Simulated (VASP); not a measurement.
# LiF in VASP: further runs

LiF is run at these levels: PBE; tasks: single point.

All numbers are computed with VASP 6.6.1; they aren't measurements. Logs are shortened: lines on timing, memory, paths and dates and some standing lists are left out, and cuts for length are marked.

### Step 1. The cell of the first run

The cell holds a sheet with vacuum, 2 atoms: a = 2.697 Å, b = 2.697 Å, c = 23.800 Å, α = 90.00°, β = 90.00°, γ = 90.00°.

### Step 2. Single point, PBE

INCAR

```
SYSTEM = LiF
PREC = Accurate ; ENCUT = 520
EDIFF = 1E-6 ; ISMEAR = 0
SIGMA = 0.02 ; LREAL = .FALSE.
LASPH = .TRUE. ; NELM = 80
ALGO = Normal ; ISIF = 2
LWAVE = .FALSE. ; LCHARG = .FALSE.
LDIPOL = .TRUE. ; IDIPOL = 3
DIPOL = 0.5 0.5 0.294 ; GGA = PE
NBANDS = 12
```

KPOINTS

```
Automatic mesh
0
G
  8 8 1
  0 0 0
```

POSCAR

```
LiF
1.0
    2.6967809018      0.0000000000      0.0000000000
    0.0000000000      2.6967809018      0.0000000000
    0.0000000000      0.0000000000     23.8000000000
Li F
1 1
Direct
    0.5000000000      0.5000000000      0.2941176471
    0.0000000000      0.0000000000      0.2941176471
```

Potentials or basis: VASP PAW PBE potentials, release 64 (Li_sv, F).

The run is started by

```console
cat potpaw_PBE.64/Li_sv/POTCAR potpaw_PBE.64/F/POTCAR > POTCAR
mpirun -np 1 vasp_std > vasp.out
```

OUTCAR:

```text
SYSTEM = LiF
   PREC = Accurate
   ENCUT = 520
   EDIFF = 1E-6
   ISMEAR = 0
   LREAL = .FALSE.
   LASPH = .TRUE.
   NELM = 80
   ISIF = 2
   GGA = PE

 ion  position               nearest neighbor table
   1  0.500  0.500  0.294-   2 1.91   2 1.91   2 1.91   2 1.91
   2  0.000  0.000  0.294-   1 1.91   1 1.91   1 1.91   1 1.91

  LATTYP: Found a simple tetragonal cell.
 ALAT       =     2.6967809018
 C/A-ratio  =     8.8253368986

  Lattice vectors:

 A1 = (   2.6967809018,   0.0000000000,   0.0000000000)
 A2 = (   0.0000000000,   2.6967809018,   0.0000000000)
 A3 = (   0.0000000000,   0.0000000000,  23.8000000000)

Analysis of symmetry for initial positions (statically):
=====================================================================
 Subroutine PRICEL returns:
 Original cell was already a primitive cell.

 Routine SETGRP: Setting up the symmetry group for a
 simple tetragonal supercell.

 Subroutine GETGRP returns: Found 16 space group operations
 (whereof  8 operations were pure point group operations)
 out of a pool of 16 trial point group operations.

The static configuration has the point symmetry C_4v.
 The point group associated with its full space group is D_4h.

Analysis of symmetry for dynamics (positions and initial velocities):
=====================================================================
 Subroutine PRICEL returns:
 Original cell was already a primitive cell.

 Routine SETGRP: Setting up the symmetry group for a
 simple tetragonal supercell.

 Subroutine GETGRP returns: Found 16 space group operations
 (whereof  8 operations were pure point group operations)
 out of a pool of 16 trial point group operations.

The dynamic configuration has the point symmetry C_4v.
 The point group associated with its full space group is D_4h.

 Subroutine INISYM returns: Found 16 space group operations
 (whereof  8 operations are pure point group operations),
 and found     1 'primitive' translations

----------------------------------------------------------------------------------------

                                     Primitive cell

  volume of cell :     173.0885

  direct lattice vectors                    reciprocal lattice vectors
     2.696780902  0.000000000  0.000000000     0.370812475  0.000000000  0.000000000
     0.000000000  2.696780902  0.000000000     0.000000000  0.370812475  0.000000000
     0.000000000  0.000000000 23.800000000     0.000000000  0.000000000  0.042016807

  length of vectors
     2.696780902  2.696780902 23.800000000     0.370812475  0.370812475  0.042016807

  position of ions in fractional coordinates (direct lattice)
     0.500000000  0.500000000  0.294117647
     0.000000000  0.000000000  0.294117647

  ion indices of the primitive-cell ions
   primitive index   ion index
                 1           1
                 2           2

----------------------------------------------------------------------------------------

 KPOINTS: Automatic mesh

Automatic generation of k-mesh.
 Grid dimensions read from file:
 generate k-points for:    8    8    1

 Generating k-lattice:

  Cartesian coordinates                     Fractional coordinates (reciprocal lattice)
     0.046351559  0.000000000  0.000000000     0.125000000  0.000000000  0.000000000
     0.000000000  0.046351559  0.000000000     0.000000000  0.125000000  0.000000000
     0.000000000  0.000000000  0.042016807     0.000000000  0.000000000  1.000000000

  Length of vectors
     0.046351559  0.046351559  0.042016807

  Shift w.r.t. Gamma in fractional coordinates (k-lattice)
     0.000000000  0.000000000  0.000000000

 Subroutine IBZKPT returns following result:
 ===========================================

 Found     15 irreducible k-points:

 Following reciprocal coordinates:
            Coordinates               Weight
  0.000000  0.000000  0.000000      1.000000
  0.125000  0.000000  0.000000      4.000000
  0.250000  0.000000  0.000000      4.000000
  0.375000  0.000000  0.000000      4.000000
  0.500000  0.000000  0.000000      2.000000
  0.125000  0.125000  0.000000      4.000000
  0.250000  0.125000  0.000000      8.000000
  0.375000  0.125000  0.000000      8.000000
  0.500000  0.125000  0.000000      4.000000
  0.250000  0.250000  0.000000      4.000000
  0.375000  0.250000  0.000000      8.000000
  0.500000  0.250000  0.000000      4.000000
  0.375000  0.375000  0.000000      4.000000
  0.500000  0.375000  0.000000      4.000000
  0.500000  0.500000  0.000000      1.000000
   k-points           NKPTS =     15   k-points in BZ     NKDIM =     15   number of bands    NBANDS=     12
   number of dos      NEDOS =    301   number of ions     NIONS =      2
   total plane-waves  NPLWV =  72000
   dimension x,y,z NGX =    20 NGY =   20 NGZ =  180
   dimension x,y,z NGXF=    40 NGYF=   40 NGZF=  360
   ions per type =               1   1
   NGX,Y,Z   is equivalent  to a cutoff of  12.33, 12.33, 12.57 a.u.
   NGXF,Y,Z  is equivalent  to a cutoff of  24.66, 24.66, 25.15 a.u.
 SYSTEM =  LiF
   PREC   = accura    normal or accurate (medium, high low for compatibility)
   ISTART =      0    job   : 0-new  1-cont  2-samecut
   ICHARG =      2    charge: 1-file 2-atom 10-const
   ISPIN  =      1    spin polarized calculation?
   LNONCOLLINEAR =      F non collinear calculations
   LSORBIT =      F    spin-orbit coupling
   LASPH  =      T    aspherical Exc in radial PAW
   ENCUT  =  520.0 eV  38.22 Ry    6.18 a.u.   5.01  5.01 44.25*2*pi/ulx,y,z
   NELM   =     80;   NELMIN=  2; NELMDL= -5     # of ELM steps
   EDIFF  = 0.1E-05   stopping-criterion for ELM
   LREAL  =      F    real-space projection
   EDIFFG = 0.1E-04   stopping-criterion for IOM
   NSW    =      0    number of steps for IOM
   IBRION =     -1    ionic relax: 0-MD 1-quasi-New 2-CG
   NFREE  =      0    steps in history (QN), initial steepest desc. (CG)
   ISIF   =      2    stress and relaxation
   ISYM   =      2    0-nonsym 1-usesym 2-fastsym
   POTIM  = 0.5000    time-step for ionic-motion
   TEBEG  =    0.0;   TEEND  =   0.0 temperature during run
   PSTRESS=    0.0 pullay stress
   NELECT =      10.0000    total number of electrons
   NUPDOWN=      -1.0000    fix difference up-down
   EMIN   =  10.00;   EMAX   =-10.00  energy-range for DOS
   EFERMI =   0.00;   METHOD = LEGACY
   ISMEAR =     0;   SIGMA  =   0.02  broadening in eV -4-tet -1-fermi 0-gaus
   EFERMI_NEDOS =   21; number of points for ismear=-14 and -15
   IALGO  =     38    algorithm
   IMIX   =      4    mixing-type and parameters
     AMIX     =   0.40;   BMIX     =  1.00
     AMIX_MAG =   1.60;   BMIX_MAG =  1.00
  volume/ion in A,a.u.               =      86.54       584.03
  Fermi-wavevector in a.u.,A,eV,Ry     =   0.632876  1.195963  5.449572  0.400532
  Thomas-Fermi vector in A             =   1.696341
   LORBIT       =      0    0 simple, 1 ext, 2 COOP (PROOUT), +10 PAW based schemes
   GGA     = PE    functional components
   LHFCALC =     F    Hartree Fock is set to
   AEXX    =    0.0000 exact exchange contribution
   IVDW    =     0    specifies the selected vdW correction
   LEPSILON=     F    determine dielectric tensor
   LRPA    =     F    only Hartree local field effects (RPA)
 non-spin polarized calculation
 Gauss-broadening in eV      SIGMA  =   0.02
  energy-cutoff  :      520.00
  volume of cell :      173.09
 maximum number of plane-waves:      4712
   NGX = 11   NGY = 11   NGZ = 89

 number of electron      10.0000000 magnetization

 dipolmoment           0.000000      0.000000     -0.000003 electrons x Angstroem

 number of electron       9.9999983 magnetization

 dipolmoment           0.000000      0.000000      0.000000 electrons x Angstroem

 Free energy of the ion-electron system (eV)
  ---------------------------------------------------
  ext. energy  EPLUGINS =         0.00000000
  ---------------------------------------------------
  free energy    TOTEN  =        -9.40298135 eV

  energy without entropy =       -9.40298135  energy(sigma->0) =       -9.40298135

 E-fermi :  -6.4678     XC(G=0):  -1.4100

 val. band max:       -6.6342198910   @ k =   0.5000   0.0000   0.0000
 cond. band min:      -0.4085946777   @ k =   0.0000   0.0000   0.0000
 fundamental gap:      6.2256252133
 Fermi energy:        -6.4678343958

 k-point     1 :       0.0000    0.0000    0.0000
  band No.  band energies     occupation
      1     -47.8834      2.00000
      2     -26.2417      2.00000
      3      -8.0304      2.00000
      4      -6.9966      2.00000
      5      -6.9966      2.00000
      6      -0.4086      0.00000
      7       0.2232      0.00000
      8       0.6741      0.00000
      9       1.1470      0.00000
     10       1.5242      0.00000
     11       2.4062      0.00000
     12       2.9647      0.00000

 k-point     2 :       0.1250    0.0000    0.0000
  band No.  band energies     occupation
      1     -47.8779      2.00000
      2     -26.2201      2.00000
      3      -7.9310      2.00000
      4      -7.2754      2.00000
      5      -6.9455      2.00000
      6      -0.0703      0.00000
      7       0.5012      0.00000
      8       0.9978      0.00000
      9       1.4538      0.00000
     10       1.8492      0.00000
     11       2.6973      0.00000
     12       3.2877      0.00000
[... 166 lines left out ...]
 k-point    14 :       0.5000    0.3750    0.0000
  band No.  band energies     occupation
      1     -47.8207      2.00000
      2     -25.7797      2.00000
      3      -8.9310      2.00000
      4      -8.6766      2.00000
      5      -6.9433      2.00000
      6       6.3434      0.00000
      7       7.3016      0.00000
      8       7.5122      0.00000
      9       7.9274      0.00000
     10       8.7340      0.00000
     11       8.7384      0.00000
     12       8.9592      0.00000

 k-point    15 :       0.5000    0.5000    0.0000
  band No.  band energies     occupation
      1     -47.8165      2.00000
      2     -25.7238      2.00000
      3      -8.9760      2.00000
      4      -8.9760      2.00000
      5      -6.8792      2.00000
      6       8.0523      0.00000
      7       8.8131      0.00000
      8       9.1288      0.00000
      9       9.1288      0.00000
     10       9.2022      0.00000
     11       9.2022      0.00000
     12      10.1555      0.00000

------------------------ aborting loop because EDIFF is reached ----------------------------------------

 vacuum level on the upper side and lower side of the slab       (xc-potential included)        -0.008        -0.008

  FORCE on cell =-STRESS in cart. coord.  units (eV):
  Direction    XX          YY          ZZ          XY          YZ          ZX
  --------------------------------------------------------------------------------------
  -------------------------------------------------------------------------------------
  Total       -0.0247733     -0.0247733     -0.0512773      0.0000000     -0.0000000      0.0000000
  in kB       -0.2293112     -0.2293112     -0.4746433      0.0000000     -0.0000000      0.0000000
  external PRESSURE =      -0.3110886 kB  Pullay stress =       0.0000000 kB

 VOLUME and BASIS-vectors are now :
 -----------------------------------------------------------------------------
  energy-cutoff  :      520.00
  volume of cell :      173.09
      direct lattice vectors                 reciprocal lattice vectors
     2.696780902  0.000000000  0.000000000     0.370812475  0.000000000  0.000000000
     0.000000000  2.696780902  0.000000000     0.000000000  0.370812475  0.000000000
     0.000000000  0.000000000 23.800000000     0.000000000  0.000000000  0.042016807

 POSITION                                       TOTAL-FORCE (eV/Angst)
 -----------------------------------------------------------------------------------
      1.34839      1.34839      7.00000         0.000000     -0.000000     -0.000000
      0.00000      0.00000      7.00000         0.000000      0.000000      0.000000
 -----------------------------------------------------------------------------------
    total drift:                               -0.000000      0.000000     -0.000055

  FREE ENERGIE OF THE ION-ELECTRON SYSTEM (eV)
  ---------------------------------------------------
  free  energy   TOTEN  =        -9.4029813487 eV

  energy  without entropy=       -9.4029813487  energy(sigma->0) =       -9.40298135

 vacuum level on the upper side and lower side of the slab         0.595         0.594
```

It took 36 s on 1 thread of Intel Xeon Platinum 8259CL at 2.50GHz (Skylake/Cascade Lake), shared host; peak memory 0.25 GiB.

Results:

| Item | Value |
| --- | --- |
| Free energy | -9.4030 eV |
| Band gap on the k mesh | 6.23 eV (least direct gap 6.59 eV) |

Caveat: the cutoff is under 1.25 times the usual one of these potentials, so pressure, stress and relaxed cells hold a basis-set (Pulay) error.

(Part 1 of 2 ends here.)
